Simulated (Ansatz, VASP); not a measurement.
## Co in VASP and in Ansatz

```
CELL_PARAMETERS angstrom
2.50307 0.00000 0.00000
-1.25154 2.16772 0.00000
0.00000 0.00000 8.19467
ATOMIC_POSITIONS crystal
Co 0.66667 0.33333 0.75000
Co 0.00000 0.00000 0.50000
Co 0.33333 0.66667 0.25000
Co 0.00000 0.00000 0.00000
```

Alike in both runs: task single point; functional RPBE; dispersion D3(BJ); k mesh 12 × 12 × 4; occupations fermi-dirac, width 0.05 eV; collinear spin.

|  | VASP | Ansatz |
| --- | --- | --- |
| version | VASP 6.6.1 | Ansatz 0.2.0 |
| potentials or method | VASP PAW PBE potentials, release 64 (Co) | Ansatz PAW |
| plane-wave cutoff (eV) | 520 | 420 |
| valence electrons in the cell | 36 | 68 |

```csv
,VASP,Ansatz,Ansatz less VASP
gap on the k mesh at the Fermi level (eV),none,none,-
pressure (GPa),-27.5,-26.9,+0.59
"traceless stress, the component that is largest in VASP (GPa)",-2.22,-2.21,+0.012
net moment per atom (μB),1.69,1.70,+0.010
size of the moment on the site where the two differ most (μB),1.72,1.78,+0.065
```

VASP's potentials were made for PBE, not for RPBE. Site moments also hang on the region over which each program counts them. A gap of «none» marks a metal or a gap that the smearing closes. VASP's potentials hold 36 valence electrons a cell and Ansatz's 68, so a difference there can come from the potentials and not from the codes.
